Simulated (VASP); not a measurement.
# HfC (Imm2) in VASP: settings compared, part 2 of 2

VASP 6.6.1.

## (3) Single point, PBE

The input, INCAR:

```
SYSTEM = HfC
PREC = Accurate
ENCUT = 520
EDIFF = 1E-7
ISMEAR = 0
SIGMA = 0.022
LREAL = .False.
LASPH = .True.
NELM = 60
ALGO = Normal
ISIF = 2
LWAVE = .False.
LCHARG = .False.
GGA = PE
NBANDS = 14
```

The input, KPOINTS:

```
Automatic mesh
0
Gamma
  12 12 12
  0 0 0
```

The input, POSCAR:

```
HfC
1.0
   -1.3966732300      2.4971805100      1.8473367300
    1.3966732300     -2.4971805100      1.8473367300
    1.3966732300      2.4971805100     -1.8473367300
Hf C
1 1
Direct
    0.9847118300      0.9847118300      0.0000000000
    0.6794548300      0.1794548300      0.5000000000
```

Potentials or basis: VASP PAW PBE potentials, release 64 (Hf_pv, C).

The run is started by

```bash
$ cat potpaw_PBE.64/Hf_pv/POTCAR potpaw_PBE.64/C/POTCAR > POTCAR
$ mpirun -np 1 vasp_std > vasp.out
```

OUTCAR:

```text
SYSTEM = HfC
   PREC = Accurate
   ENCUT = 520
   EDIFF = 1E-7
   ISMEAR = 0
   LREAL = .False.
   LASPH = .True.
   NELM = 60
   ISIF = 2
   GGA = PE

 ion  position               nearest neighbor table
   1  0.985  0.985  0.000-   2 1.80   2 1.80   2 2.60   2 2.60   2 2.92   2 2.92
   2  0.679  0.179  0.500-   1 1.80   1 1.80   1 2.60   1 2.60   1 2.92   1 2.92

  LATTYP: Found a body centered orthorhombic cell.
 ALAT       =     2.7933464600
 B/A-ratio  =     1.3226692474
 C/A-ratio  =     1.7879490036

  Lattice vectors:

[... 597 lines left out ...]

  FORCE on cell =-STRESS in cart. coord.  units (eV):
  Direction    XX          YY          ZZ          XY          YZ          ZX
  --------------------------------------------------------------------------------------
  -------------------------------------------------------------------------------------
  Total       27.2490533     -3.8449597      9.4181541      0.0000000      0.0000000      0.0000000
  in kB     1693.9913881   -239.0295365    585.4982108      0.0000000      0.0000000      0.0000000
  external PRESSURE =     680.1533541 kB  Pullay stress =       0.0000000 kB

 VOLUME and BASIS-vectors are now :
 -----------------------------------------------------------------------------
  energy-cutoff  :      520.00
  volume of cell :       25.77
      direct lattice vectors                 reciprocal lattice vectors
    -1.396673230  2.497180510  1.847336730     0.000000000  0.200225814  0.270659914
     1.396673230 -2.497180510  1.847336730     0.357993544  0.000000000  0.270659914
     1.396673230  2.497180510 -1.847336730     0.357993544  0.200225814  0.000000000

 POSITION                                       TOTAL-FORCE (eV/Angst)
 -----------------------------------------------------------------------------------
      0.00000      0.00000      3.63819        -0.000000      0.000000     11.756090
      0.00000      2.49718      0.66303         0.000000     -0.000000    -11.756090
 -----------------------------------------------------------------------------------
    total drift:                                0.000000     -0.000000     -0.000164

  FREE ENERGIE OF THE ION-ELECTRON SYSTEM (eV)
  ---------------------------------------------------
  free  energy   TOTEN  =       -16.6206820599 eV

  energy  without entropy=      -16.6206820599  energy(sigma->0) =      -16.62068206
```

OSZICAR:

```text
N       E                     dE             d eps       ncg     rms          rms(c)
DAV:   1     0.350871876915E+02    0.35087E+02   -0.74289E+03  7856   0.952E+02
DAV:   2    -0.192501357700E+02   -0.54337E+02   -0.50415E+02 10238   0.213E+02
DAV:   3    -0.210971666276E+02   -0.18470E+01   -0.18405E+01  9700   0.301E+01
DAV:   4    -0.211068580198E+02   -0.96914E-02   -0.96907E-02  9304   0.266E+00
DAV:   5    -0.211069413895E+02   -0.83370E-04   -0.83369E-04  9690   0.212E-01    0.857E+01
DAV:   6    -0.167015722709E+02    0.44054E+01   -0.13642E+01  7948   0.239E+01    0.470E+01
DAV:   7    -0.166319748122E+02    0.69597E-01   -0.83042E-01  9514   0.660E+00    0.225E+01
DAV:   8    -0.166261067057E+02    0.58681E-02   -0.64520E-02  9940   0.198E+00    0.275E+00
DAV:   9    -0.166208535652E+02    0.52531E-02   -0.17442E-02  9334   0.946E-01    0.175E+00
DAV:  10    -0.166207315068E+02    0.12206E-03   -0.15022E-03  9844   0.260E-01    0.369E-01
DAV:  11    -0.166206813891E+02    0.50118E-04   -0.19617E-04  9118   0.998E-02    0.108E-01
DAV:  12    -0.166206823952E+02   -0.10062E-05   -0.12747E-05 10216   0.285E-02    0.188E-02
DAV:  13    -0.166206821255E+02    0.26968E-06   -0.51024E-07  9166   0.607E-03    0.600E-03
DAV:  14    -0.166206820599E+02    0.65644E-07   -0.74861E-08  6002   0.228E-03
   1 F= -.16620682E+02 E0= -.16620682E+02  d E =-.367659E-11
```

It took 3.5 min on 1 thread of Intel Xeon 8259CL, shared host; peak memory 0.24 GiB.

Results:

* Free energy: -16.6207 eV
* Pressure: 68.0 GPa
* Largest force: 11.756 eV/Å
* Band gap on the k mesh: 0.36 eV (least direct gap 0.86 eV)

Forces on the atoms (eV/Å):
```
Hf    0.000   0.000  11.756
C     0.000   0.000 -11.756
```

Caveat: the cell stands under pressure; spin-orbit coupling is left out, which moves the levels of the heavy elements; forces of over 1 eV/Å act on the atoms, so gaps and moduli don't describe the material at rest. A k mesh can miss the band edges.

## (4) Single point, PBE

The input, INCAR:

```
SYSTEM = HfC
ALGO = Normal
EDIFF = 1E-6
ENCUT = 520
GGA = PE
ISIF = 2
ISMEAR = 0
LASPH = .True.
LCHARG = .False.
LREAL = .False.
LWAVE = .False.
NBANDS = 14
NELM = 100
PREC = Accurate
SIGMA = 0.023
```

The input, KPOINTS:

```
k-points
0
Gamma
  12 12 12
  0 0 0
```

POSCAR is that of step 3.

The run is started by

```bash
$ cat potpaw_PBE.64/Hf_pv/POTCAR potpaw_PBE.64/C/POTCAR > POTCAR
$ mpirun -np 1 vasp_std > vasp.out
```

Wall time 3.3 min (1 thread of Intel Xeon 8259CL, shared host); peak memory 0.25 GiB.

It converged, with:

```
Free energy            : -16.6207 eV
Pressure               : 68.0 GPa
Largest force          : 11.756 eV/Å
Band gap on the k mesh : 0.36 eV (least direct gap 0.86 eV)
```

Forces on the atoms (eV/Å):
```
Hf    0.000   0.000  11.756
C     0.000   0.000 -11.756
```

Stress tensor (GPa, compression positive):
```
169.39   0.00   0.00
  0.00 -23.90   0.00
  0.00   0.00  58.55
```

Levels at points of the mesh, in eV from the valence-band top:
```
           k point  band 5  band 6  band 7  band 8  band 9  band 10
(0.00, 0.00, 0.00)   -4.26   -3.20   -1.34    1.95    3.85     5.04
(0.50, 0.00, 0.00)   -5.81   -3.99   -1.93    3.04    4.47     5.56
(0.00, 0.50, 0.00)   -4.09   -1.65   -0.09    2.05    4.11     5.25
(0.50, 0.50, 0.00)   -5.71   -2.58   -2.43    3.27    4.75     5.02
(0.50, 0.50, 0.50)   -5.19   -3.34   -0.86    3.15    5.66     6.75
```

Caveat: the cell stands under pressure; spin-orbit coupling is left out, which moves the levels of the heavy elements; forces of over 1 eV/Å act on the atoms, so gaps and moduli don't describe the material at rest.

## (5) Single point, PBE

The input, INCAR:

```
SYSTEM = HfC
PREC = Accurate ; ENCUT = 520
EDIFF = 1E-7 ; ISMEAR = 0
SIGMA = 0.024 ; LREAL = .FALSE.
LASPH = .TRUE. ; NELM = 80
ALGO = Normal ; ISIF = 2
LWAVE = .FALSE. ; LCHARG = .FALSE.
GGA = PE ; NBANDS = 14
```

The input, KPOINTS:

```
regular mesh
0
G
  12 12 12
  0 0 0
```

POSCAR is that of step 4.

The run is started by

```bash
$ cat potpaw_PBE.64/Hf_pv/POTCAR potpaw_PBE.64/C/POTCAR > POTCAR
$ mpirun -np 1 vasp_std > vasp.out
```

Run time: 3.3 min. Hardware: 1 thread of Intel Xeon 8259CL, shared host; peak memory 0.25 GiB.

It converged, with:

* Free energy: -16.6207 eV
* Pressure: 68.0 GPa
* Largest force: 11.756 eV/Å
* Band gap on the k mesh: 0.36 eV (least direct gap 0.86 eV)

Forces on the atoms (eV/Å):
```
Hf    0.000   0.000  11.756
C     0.000   0.000 -11.756
```

Stress tensor (GPa, compression positive):
```
169.40   0.00   0.00
  0.00 -23.90   0.00
  0.00   0.00  58.55
```

Levels at points of the mesh, in eV from the valence-band top:
| k point | band 5 | band 6 | band 7 | band 8 | band 9 | band 10 |
| --- | --- | --- | --- | --- | --- | --- |
| (0.00, 0.00, 0.00) | -4.26 | -3.20 | -1.34 | 1.95 | 3.85 | 5.04 |
| (0.50, 0.00, 0.00) | -5.81 | -3.99 | -1.93 | 3.04 | 4.47 | 5.56 |
| (0.00, 0.50, 0.00) | -4.09 | -1.65 | -0.09 | 2.05 | 4.11 | 5.25 |
| (0.50, 0.50, 0.00) | -5.71 | -2.58 | -2.43 | 3.27 | 4.75 | 5.02 |
| (0.50, 0.50, 0.50) | -5.19 | -3.34 | -0.86 | 3.15 | 5.66 | 6.75 |

Caveat: the cell stands under pressure; spin-orbit coupling is left out, which moves the levels of the heavy elements; forces of over 1 eV/Å act on the atoms, so gaps and moduli don't describe the material at rest.

## (6) Single point, r2SCAN

POSCAR is that of step 5.

The input, INCAR.step1:

```
SYSTEM = HfC
PREC = Accurate ; ENCUT = 520
ISMEAR = -1 ; SIGMA = 0.05
LREAL = .FALSE. ; LASPH = .TRUE.
NELM = 60 ; NBANDS = 14
GGA = PE ; ALGO = Normal
EDIFF = 1E-4 ; LWAVE = .TRUE.
LCHARG = .FALSE.
```

The input, INCAR.step2:

```
SYSTEM = HfC
PREC = Accurate ; ENCUT = 520
EDIFF = 1E-6 ; ISMEAR = -1
SIGMA = 0.05 ; LREAL = .FALSE.
LASPH = .TRUE. ; NELM = 60
ALGO = Normal ; ISIF = 2
LWAVE = .FALSE. ; LCHARG = .FALSE.
METAGGA = R2SCAN ; LMIXTAU = .TRUE.
NBANDS = 14 ; ISTART = 1
```

KPOINTS is that of step 5.

Potentials or basis: VASP PAW PBE potentials, release 64 (Hf_pv, C).

The run is started by

```bash
$ cat potpaw_PBE.64/Hf_pv/POTCAR potpaw_PBE.64/C/POTCAR > POTCAR
$ cp INCAR.step1 INCAR
$ mpirun -np 1 vasp_std > vasp.out
$ cp INCAR.step2 INCAR
$ mpirun -np 1 vasp_std > vasp.out
```

Run time: 14 min. Hardware: 1 thread of Intel Xeon 8259CL, shared host; peak memory 0.25 GiB.

It converged, with:

```
Free energy            : -52.9416 eV
Pressure               : 65.8 GPa
Largest force          : 11.586 eV/Å
Band gap on the k mesh : 0.61 eV (least direct gap 1.06 eV)
```

Forces in eV/Å, atoms in the order of the input:
```
Hf    0.000   0.000  11.586
C     0.000   0.000 -11.586
```

Stress tensor (GPa, compression positive):
```
168.16   0.00   0.00
  0.00 -25.84   0.00
  0.00   0.00  55.01
```

Levels at points of the mesh, in eV from the valence-band top:
```
           k point  band 3  band 4  band 5  band 6  band 7  band 8  band 9  band 10  band 11  band 12
(0.00, 0.00, 0.00)  -30.39  -12.49   -4.39   -3.24   -1.45    2.28    4.18     5.52     6.73     7.88
(0.50, 0.00, 0.00)  -30.43  -10.24   -6.00   -4.10   -2.06    3.38    4.90     5.93     7.22    10.69
(0.00, 0.50, 0.00)  -30.76  -10.29   -4.14   -1.75   -0.10    2.33    4.53     5.59     6.21     6.67
(0.50, 0.50, 0.00)  -30.75   -8.99   -5.80   -2.66   -2.49    3.56    5.15     5.41     7.07     8.09
(0.50, 0.50, 0.50)  -30.49  -10.73   -5.32   -3.50   -0.96    3.44    6.05     7.13     7.41     8.49
```

Caveat: the cell stands under pressure; the PAW data sets were made with another functional, which shifts forces and pressure a little; spin-orbit coupling is left out, which moves the levels of the heavy elements. A k mesh can miss the band edges.

## (7) Summary

| level | smearing | gap on the mesh (eV) | pressure (GPa) | largest force (eV/Å) |
| --- | --- | --- | --- | --- |
| PBE | gaussian 0.021 eV | 0.36 | 68.0 | 11.76 |
| PBE | gaussian 0.022 eV | 0.36 | 68.0 | 11.76 |
| PBE | gaussian 0.023 eV | 0.36 | 68.0 | 11.76 |
| PBE | gaussian 0.024 eV | 0.36 | 68.0 | 11.76 |
| r2SCAN | fermi-dirac 0.05 eV | 0.61 | 65.8 | 11.59 |

Alike in all rows: task single point; potentials or basis VASP PAW PBE potentials, release 64 (Hf_pv, C); no spin polarisation; cell as given; k mesh 12 × 12 × 12; cutoff (eV) 520.

On the cell as given the gap runs from 0.36 eV (PBE) to 0.61 eV (r2SCAN). The pressure there spans 65.8 GPa (r2SCAN) to 68.0 GPa (PBE); a positive pressure means that this level wants a larger cell, a negative one a smaller.

Caveats: the cell stands under pressure; spin-orbit coupling is left out, which moves the levels of the heavy elements; forces of over 1 eV/Å act on the atoms, so gaps and moduli don't describe the material at rest (at least some runs); the PAW data sets were made with another functional, which shifts forces and pressure a little (at least some runs).

Total energies depend on the potentials used, so only differences within one code and one set of settings carry meaning.
